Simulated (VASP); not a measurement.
# Sc (Im-3m) in VASP: a series of runs

The runs below take Sc through single point, relaxation of cell and atoms, with PBE.

Everything below comes from runs of VASP 6.6.1. Logs are shortened: lines on timing, memory, paths and dates and some standing lists are left out, and cuts for length are marked.

**1. The cell of the first run**

It takes space group Im-3m (No. 229, cubic). The conventional cell has a = 3.268 Å, b = 3.268 Å, c = 3.268 Å, α = 90.00°, β = 90.00°, γ = 90.00°. Within 3.7 Å of Sc (site symmetry m-3m) lie 14 Sc at 2.83 to 3.27 Å.

**2. Single point, PBE**

File INCAR:

```
SYSTEM = Sc
  ALGO = Normal
  EDIFF = 1E-6
  ENCUT = 520
  GGA = PE
  ISIF = 2
  ISMEAR = -1
  LASPH = .TRUE.
  LCHARG = .FALSE.
  LREAL = .FALSE.
  LWAVE = .FALSE.
  NBANDS = 12
  NELM = 80
  PREC = Accurate
  SIGMA = 0.1
```

File KPOINTS:

```
k-points
0
G
  17 17 17
  0 0 0
```

File POSCAR:

```
Sc
1.0
   -1.6342356249      1.6342356249      1.6342356249
    1.6342356249     -1.6342356249      1.6342356249
    1.6342356249      1.6342356249     -1.6342356249
Sc
1
Direct
    0.0000000000      0.0000000000      0.0000000000
```

Potentials or basis: VASP PAW PBE potentials, release 64 (Sc_sv).

Started as:

```bash
$ cat potpaw_PBE.64/Sc_sv/POTCAR > POTCAR
$ mpirun -np 1 vasp_std > vasp.out
```

OUTCAR:

```text
SYSTEM = Sc
   EDIFF = 1E-6
   ENCUT = 520
   GGA = PE
   ISIF = 2
   ISMEAR = -1
   LASPH = .TRUE.
   LREAL = .FALSE.
   NELM = 80
   PREC = Accurate

 ion  position               nearest neighbor table
   1  0.000  0.000  0.000-

  LATTYP: Found a body centered cubic cell.
 ALAT       =     3.2684712498

  Lattice vectors:

 A1 = (  -1.6342356249,   1.6342356249,   1.6342356249)
 A2 = (   1.6342356249,  -1.6342356249,   1.6342356249)
 A3 = (   1.6342356249,   1.6342356249,  -1.6342356249)

Analysis of symmetry for initial positions (statically):
=====================================================================
 Subroutine PRICEL returns:
 Original cell was already a primitive cell.

 Routine SETGRP: Setting up the symmetry group for a
 body centered cubic supercell.

 Subroutine GETGRP returns: Found 48 space group operations
 (whereof 48 operations were pure point group operations)
 out of a pool of 48 trial point group operations.

The static configuration has the point symmetry O_h .

Analysis of symmetry for dynamics (positions and initial velocities):
=====================================================================
 Subroutine PRICEL returns:
 Original cell was already a primitive cell.

 Routine SETGRP: Setting up the symmetry group for a
 body centered cubic supercell.

 Subroutine GETGRP returns: Found 48 space group operations
 (whereof 48 operations were pure point group operations)
 out of a pool of 48 trial point group operations.

The dynamic configuration has the point symmetry O_h .

 Subroutine INISYM returns: Found 48 space group operations
 (whereof 48 operations are pure point group operations),
 and found     1 'primitive' translations

----------------------------------------------------------------------------------------

                                     Primitive cell

  volume of cell :      17.4584

  direct lattice vectors                    reciprocal lattice vectors
    -1.634235625  1.634235625  1.634235625     0.000000000  0.305953433  0.305953433
     1.634235625 -1.634235625  1.634235625     0.305953433  0.000000000  0.305953433
     1.634235625  1.634235625 -1.634235625     0.305953433  0.305953433  0.000000000

  length of vectors
     2.830579134  2.830579134  2.830579134     0.432683495  0.432683495  0.432683495

  position of ions in fractional coordinates (direct lattice)
     0.000000000  0.000000000  0.000000000

  ion indices of the primitive-cell ions
   primitive index   ion index
                 1           1

----------------------------------------------------------------------------------------

 KPOINTS: k-points

Automatic generation of k-mesh.
 Grid dimensions read from file:
 generate k-points for:   17   17   17

 Generating k-lattice:

  Cartesian coordinates                     Fractional coordinates (reciprocal lattice)
     0.000000000  0.017997261  0.017997261     0.058823529  0.000000000  0.000000000
     0.017997261  0.000000000  0.017997261     0.000000000  0.058823529  0.000000000
     0.017997261  0.017997261  0.000000000     0.000000000  0.000000000  0.058823529

  Length of vectors
     0.025451970  0.025451970  0.025451970

  Shift w.r.t. Gamma in fractional coordinates (k-lattice)
     0.000000000  0.000000000  0.000000000

 Subroutine IBZKPT returns following result:
 ===========================================

 Found    165 irreducible k-points:

 Following reciprocal coordinates:
            Coordinates               Weight
  0.000000  0.000000  0.000000      1.000000
  0.058824  0.000000  0.000000     12.000000
  0.117647  0.000000  0.000000     12.000000
  0.176471  0.000000  0.000000     12.000000
  0.235294  0.000000  0.000000     12.000000
  0.294118  0.000000  0.000000     12.000000
[... 16 lines left out ...]
  0.411765  0.117647 -0.000000     48.000000
  0.176471  0.176471  0.000000     24.000000
 [... further k-points ...]
   k-points           NKPTS =    165   k-points in BZ     NKDIM =    165   number of bands    NBANDS=     12
   number of dos      NEDOS =    301   number of ions     NIONS =      1
   total plane-waves  NPLWV =  13824
   dimension x,y,z NGX =    24 NGY =   24 NGZ =   24
   dimension x,y,z NGXF=    48 NGYF=   48 NGZF=   48
   ions per type =               1
   NGX,Y,Z   is equivalent  to a cutoff of  14.10, 14.10, 14.10 a.u.
   NGXF,Y,Z  is equivalent  to a cutoff of  28.19, 28.19, 28.19 a.u.
 SYSTEM =  Sc
   PREC   = accura    normal or accurate (medium, high low for compatibility)
   ISTART =      0    job   : 0-new  1-cont  2-samecut
   ICHARG =      2    charge: 1-file 2-atom 10-const
   ISPIN  =      1    spin polarized calculation?
   LNONCOLLINEAR =      F non collinear calculations
   LSORBIT =      F    spin-orbit coupling
   LASPH  =      T    aspherical Exc in radial PAW
   ENCUT  =  520.0 eV  38.22 Ry    6.18 a.u.   5.26  5.26  5.26*2*pi/ulx,y,z
   NELM   =     80;   NELMIN=  2; NELMDL= -5     # of ELM steps
   EDIFF  = 0.1E-05   stopping-criterion for ELM
   LREAL  =      F    real-space projection
   EDIFFG = 0.1E-04   stopping-criterion for IOM
   NSW    =      0    number of steps for IOM
   IBRION =     -1    ionic relax: 0-MD 1-quasi-New 2-CG
   NFREE  =      0    steps in history (QN), initial steepest desc. (CG)
   ISIF   =      2    stress and relaxation
   ISYM   =      2    0-nonsym 1-usesym 2-fastsym
   POTIM  = 0.5000    time-step for ionic-motion
   TEBEG  =    0.0;   TEEND  =   0.0 temperature during run
   PSTRESS=    0.0 pullay stress
   NELECT =      11.0000    total number of electrons
   NUPDOWN=      -1.0000    fix difference up-down
   EMIN   =  10.00;   EMAX   =-10.00  energy-range for DOS
   EFERMI =   0.00;   METHOD = LEGACY
   ISMEAR =    -1;   SIGMA  =   0.10  broadening in eV -4-tet -1-fermi 0-gaus
   EFERMI_NEDOS =   21; number of points for ismear=-14 and -15
   IALGO  =     38    algorithm
   IMIX   =      4    mixing-type and parameters
     AMIX     =   0.40;   BMIX     =  1.00
     AMIX_MAG =   1.60;   BMIX_MAG =  1.00
  volume/ion in A,a.u.               =      17.46       117.81
  Fermi-wavevector in a.u.,A,eV,Ry     =   1.403474  2.652181 26.799932  1.969739
  Thomas-Fermi vector in A             =   2.526132
   LORBIT       =      0    0 simple, 1 ext, 2 COOP (PROOUT), +10 PAW based schemes
[... 44 lines left out ...]

 k-point     2 :       0.0588    0.0000    0.0000
  band No.  band energies     occupation
      1     -42.6631      2.00000
      2     -20.7330      2.00000
      3     -20.7021      2.00000
      4     -20.6902      2.00000
      5       0.5559      2.00000
      6       7.9348      0.00000
      7       7.9840      0.00000
      8       8.1173      0.00000
      9      10.0129      0.00000
     10      10.1137      0.00000
     11      22.6581      0.00000
     12      22.6859      0.00000

 k-point     3 :       0.1176    0.0000    0.0000
  band No.  band energies     occupation
      1     -42.6386      2.00000
      2     -20.8555      2.00000
      3     -20.7373      2.00000
      4     -20.6917      2.00000
      5       0.9332      2.00000
      6       7.7262      0.00000
      7       7.8679      0.00000
      8       8.4320      0.00000
      9       9.8117      0.00000
     10      10.1273      0.00000
     11      22.5584      0.00000
     12      22.6960      0.00000

 k-point     4 :       0.1765    0.0000    0.0000
  band No.  band energies     occupation
      1     -42.6011      2.00000
      2     -21.0372      2.00000
      3     -20.7902      2.00000
      4     -20.6940      2.00000
      5       1.5138      2.00000
      6       7.4290      0.00000
      7       7.6008      0.00000
      8       8.9354      0.00000
      9       9.6953      0.00000
     10      10.1630      0.00000
     11      22.0944      0.00000
     12      22.4174      0.00000

 k-point     5 :       0.2353    0.0000    0.0000
  band No.  band energies     occupation
      1     -42.5556      2.00000
      2     -21.2506      2.00000
      3     -20.8532      2.00000
      4     -20.6967      2.00000
      5       2.2184      2.00000
      6       7.0965      0.00012
      7       7.2411      0.00003
      8       9.5933      0.00000
      9       9.7434      0.00000
     10      10.2315      0.00000
     11      21.1619      0.00000
     12      21.7347      0.00000

 k-point     6 :       0.2941    0.0000    0.0000
  band No.  band energies     occupation
      1     -42.5082      2.00000
      2     -21.4656      2.00000
      3     -20.9176      2.00000
      4     -20.6997      2.00000
      5       2.9158      2.00000
      6       6.7770      0.00290
      7       6.9797      0.00038
      8       9.8939      0.00000
      9      10.3348      0.00000
     10      10.3515      0.00000
     11      19.9137      0.00000
     12      20.8528      0.00000

 k-point     7 :       0.3529    0.0000    0.0000
  band No.  band energies     occupation
      1     -42.4652      2.00000
      2     -21.6541      2.00000
      3     -20.9749      2.00000
      4     -20.7023      2.00000
      5       3.4289      2.00000
      6       6.5080      0.04192
      7       7.0101      0.00028
      8      10.0569      0.00000
      9      10.4604      0.00000
     10      11.1271      0.00000
     11      18.6099      0.00000
     12      20.0119      0.00000

 k-point     8 :       0.4118    0.0000    0.0000
  band No.  band energies     occupation
      1     -42.4325      2.00000
      2     -21.7932      2.00000
      3     -21.0175      2.00000
      4     -20.7044      2.00000
      5       3.6661      2.00000
      6       6.3154      0.25613
      7       7.3442      0.00001
      8      10.1611      0.00000
      9      10.5793      0.00000
     10      11.7958      0.00000
     11      17.5092      0.00000
     12      19.3673      0.00000
[... 166 lines left out ...]
 k-point    20 :       0.2353    0.1176    0.0000
  band No.  band energies     occupation
      1     -42.4936      2.00000
      2     -21.4841      2.00000
      3     -20.9395      2.00000
      4     -20.7492      2.00000
      5       3.2309      2.00000
      6       6.6186      0.01406
      7       6.8411      0.00153
      8       9.6488      0.00000
      9      10.5502      0.00000
     10      10.7507      0.00000
     11      19.9157      0.00000
     12      20.7203      0.00000

 k-point    21 :       0.2941    0.1176    0.0000
  band No.  band energies     occupation
      1     -42.4535      2.00000
      2     -21.6401      2.00000
      3     -21.0115      2.00000
      4     -20.7542      2.00000
      5       3.7639      2.00000
      6       6.4222      0.09612
      7       6.7581      0.00350
      8       9.8507      0.00000
      9      10.6460      0.00000
     10      11.5384      0.00000
     11      18.5910      0.00000
     12      19.9955      0.00000

 k-point    22 :       0.3529    0.1176    0.0000
  band No.  band energies     occupation
      1     -42.4231      2.00000
      2     -21.7551      2.00000
      3     -21.0661      2.00000
      4     -20.7576      2.00000
      5       4.0111      2.00000
      6       6.2982      0.29699
      7       6.9594      0.00047
      8      10.0173      0.00000
      9      10.7387      0.00000
     10      12.2316      0.00000
     11      17.4429      0.00000
     12      19.4288      0.00000

 k-point    23 :       0.4118    0.1176   -0.0000
  band No.  band energies     occupation
      1     -42.4067      2.00000
      2     -21.8159      2.00000
      3     -21.0955      2.00000
      4     -20.7593      2.00000
      5       4.0690      2.00000
      6       6.2269      0.52491
      7       7.2176      0.00004
      8      10.0782      0.00000
      9      10.8319      0.00000
     10      12.6603      0.00000
     11      16.7418      0.00000
     12      19.1170      0.00000

 k-point    24 :       0.1765    0.1765    0.0000
  band No.  band energies     occupation
      1     -42.4976      2.00000
      2     -21.4507      2.00000
      3     -20.9329      2.00000
      4     -20.7680      2.00000
      5       3.2163      2.00000
      6       6.5634      0.02430
      7       6.8834      0.00100
      8       9.5394      0.00000
      9      10.5701      0.00000
     10      10.7434      0.00000
     11      20.4601      0.00000
     12      20.5499      0.00000

 [... further k-points ...]
[... 5 lines left out ...]
  --------------------------------------------------------------------------------------
  -------------------------------------------------------------------------------------
  Total        3.5073068      3.5073068      3.5073068      0.0000000      0.0000000      0.0000000
  in kB      321.8698689    321.8698689    321.8698689      0.0000000      0.0000000      0.0000000
  external PRESSURE =     321.8698689 kB  Pullay stress =       0.0000000 kB

 VOLUME and BASIS-vectors are now :
 -----------------------------------------------------------------------------
  energy-cutoff  :      520.00
  volume of cell :       17.46
      direct lattice vectors                 reciprocal lattice vectors
    -1.634235625  1.634235625  1.634235625     0.000000000  0.305953433  0.305953433
     1.634235625 -1.634235625  1.634235625     0.305953433  0.000000000  0.305953433
     1.634235625  1.634235625 -1.634235625     0.305953433  0.305953433  0.000000000

 POSITION                                       TOTAL-FORCE (eV/Angst)
 -----------------------------------------------------------------------------------
      0.00000      0.00000      0.00000         0.000000      0.000000     -0.000000
 -----------------------------------------------------------------------------------
    total drift:                                0.000000      0.000000     -0.000000

  FREE ENERGIE OF THE ION-ELECTRON SYSTEM (eV)
  ---------------------------------------------------
  free  energy   TOTEN  =        -5.5871535315 eV

  energy  without entropy=       -5.5253885595  energy(sigma->0) =       -5.55627105
```

Wall time 8.7 s (1 thread of Intel Xeon 6975P-C (Granite Rapids), shared host); peak memory 0.16 GiB.

Results:

* Free energy: -5.5872 eV
* Pressure: 32.2 GPa

**3. Relaxation of cell and atoms, PBE, target pressure 32 GPa, at which the enthalpy is minimised**

This run uses another cell than the first one, of 17.27 Å³/atom, 0.989 times its volume.

File INCAR:

```
PREC     = Accurate       # precision mode
ENCUT    = 600            # plane-wave cutoff, eV
EDIFF    = 1E-6           # SCF threshold, eV
ISMEAR   = -1             # smearing method
SIGMA    = 0.1            # smearing width, eV
LREAL    = False          # projectors in reciprocal space
LASPH    = True           # aspherical terms in the spheres
NELM     = 80             # most SCF steps
ALGO     = Normal         # electronic algorithm
ISIF     = 3              # what is computed and relaxed
LWAVE    = False          # write WAVECAR
LCHARG   = False          # write CHGCAR
GGA      = PE             # functional
IBRION   = 2              # ionic algorithm
NSW      = 60             # ionic steps
EDIFFG   = -0.005         # ionic threshold
PSTRESS  = 320.0
```

File KPOINTS:

```
regular mesh
0
Gamma
  17 17 17
```

File POSCAR:

```
Sc
1.0
   -1.6282129288      1.6282129288      1.6282129288
    1.6282129288     -1.6282129288      1.6282129288
    1.6282129288      1.6282129288     -1.6282129288
Sc
1
Direct
    0.0000000000      0.0000000000      0.0000000000
```

Potentials or basis: VASP PAW PBE potentials, release 64 (Sc_sv).

Started as:

```bash
$ cat potpaw_PBE.64/Sc_sv/POTCAR > POTCAR
$ mpirun -np 1 vasp_std > vasp.out
```

Run time: 20 s. Hardware: 1 thread of Intel Xeon 6975P-C (Granite Rapids), shared host; peak memory 0.17 GiB.

It converged, with:

```
Free energy                                            : -5.5938 eV
Relaxed volume                                         : 17.49 Å³/atom
Relaxed cell                                           : a = 2.832 Å, b = 2.832 Å, c = 2.832 Å, α = 109.47°, β = 109.47°, γ = 109.47°
Space group after relaxing (to 0.05 Å)                 : Im-3m (No. 229)
Energy change on relaxing (the enthalpy is what falls) : -45.8 meV/atom
Ionic steps                                            : 3
Pressure after relaxing                                : 32.0 GPa
```

The path:
```tsv
step	energy change (eV)	largest force (eV/Å)	pressure (GPa)	volume (Å³)
1	0.0000	0.0000	33.77	17.27
2	-0.0958	0.0000	30.07	17.75
3	-0.0458	0.0000	32.01	17.49
```

Final structure:
```yaml
crystal:
  lattice:
    - [-1.63520, 1.63520, 1.63520]
    - [1.63520, -1.63520, 1.63520]
    - [1.63520, 1.63520, -1.63520]
  atoms:
    - { symbol: Sc, position: [0.00000, 0.00000, 0.00000] }
```

Levels at points of the mesh, in eV from the Fermi level:
| k point | band 1 | band 2 | band 3 | band 4 | band 5 | band 6 | band 7 | band 8 | band 9 |
| --- | --- | --- | --- | --- | --- | --- | --- | --- | --- |
| (0.00, 0.00, 0.00) | -48.80 | -26.82 | -26.82 | -26.82 | -5.70 | 1.88 | 1.88 | 1.88 | 3.98 |

Caveat: the cell is relaxed towards a set pressure, so the enthalpy falls and the energy may rise.

**4. Relaxation of cell and atoms, PBE, target pressure 32 GPa, at which the enthalpy is minimised**

File INCAR:

```
PREC = Accurate ; ENCUT = 600
EDIFF = 1E-7 ; ISMEAR = -1
SIGMA = 0.1 ; LREAL = F
LASPH = T ; NELM = 100
ALGO = Normal ; ISIF = 3
LWAVE = F ; LCHARG = F
GGA = PE ; IBRION = 2
NSW = 32 ; EDIFFG = -0.005
PSTRESS = 320.0
```

KPOINTS is that of step 3.

File POSCAR:

```
Sc
1.0
   -1.6342356249      1.6342356249      1.6342356249
    1.6342356249     -1.6342356249      1.6342356249
    1.6342356249      1.6342356249     -1.6342356249
Sc
1
Direct
    0.0000000000      0.0000000000      0.0000000000
```

Started as:

```bash
$ cat potpaw_PBE.64/Sc_sv/POTCAR > POTCAR
$ mpirun -np 1 vasp_std > vasp.out
```

Run time: 20 s. Hardware: 1 thread of Intel Xeon 6975P-C (Granite Rapids), shared host; peak memory 0.17 GiB.

Results (log left out):

- Free energy: -5.5939 eV
- Relaxed volume: 17.49 Å³/atom
- Relaxed cell: a = 2.832 Å, b = 2.832 Å, c = 2.832 Å, α = 109.47°, β = 109.47°, γ = 109.47°
- Space group after relaxing (to 0.05 Å): Im-3m (No. 229)
- Energy change on relaxing (the enthalpy is what falls): -6.3 meV/atom
- Ionic steps: 3
- Pressure after relaxing: 32.0 GPa

Step by step:
| step | energy change (eV) | largest force (eV/Å) | pressure (GPa) | volume (Å³) |
| --- | --- | --- | --- | --- |
| 1 | 0.0000 | 0.0000 | 32.24 | 17.46 |
| 2 | -0.0133 | 0.0000 | 31.73 | 17.52 |
| 3 | -0.0063 | 0.0000 | 32.00 | 17.49 |

Final structure:
```
CELL_PARAMETERS angstrom
-1.63522 1.63522 1.63522
1.63522 -1.63522 1.63522
1.63522 1.63522 -1.63522
ATOMIC_POSITIONS crystal
Sc 0.00000 0.00000 0.00000
```

Levels at points of the mesh, in eV from the Fermi level:
| k point | band 3 | band 4 | band 5 | band 6 | band 7 | band 8 |
| --- | --- | --- | --- | --- | --- | --- |
| (0.00, 0.00, 0.00) | -26.82 | -26.82 | -5.70 | 1.88 | 1.88 | 1.88 |

Caveat: the cell is relaxed towards a set pressure, so the enthalpy falls and the energy may rise.

**5. The runs side by side**

```csv
task,cell,cutoff (eV),gap on the mesh (eV),pressure (GPa)
single point,"a = 2.831 Å, angles 109.5°, 1 atom",520,none,32.2
relaxation of cell and atoms,"relaxed to 32 GPa from a = 2.820 Å, angles 109.5°, 1 atom",600,none,32.0
relaxation of cell and atoms,"relaxed to 32 GPa from a = 2.831 Å, angles 109.5°, 1 atom",600,none,32.0
```

Alike in all rows: level PBE; potentials or basis VASP PAW PBE potentials, release 64 (Sc_sv); no spin polarisation; k mesh 17 × 17 × 17; smearing fermi-dirac 0.1 eV.

Caveats: the cell is relaxed towards a set pressure, so the enthalpy falls and the energy may rise (some runs).

Absolute energies hang on the potentials; compare differences alone.
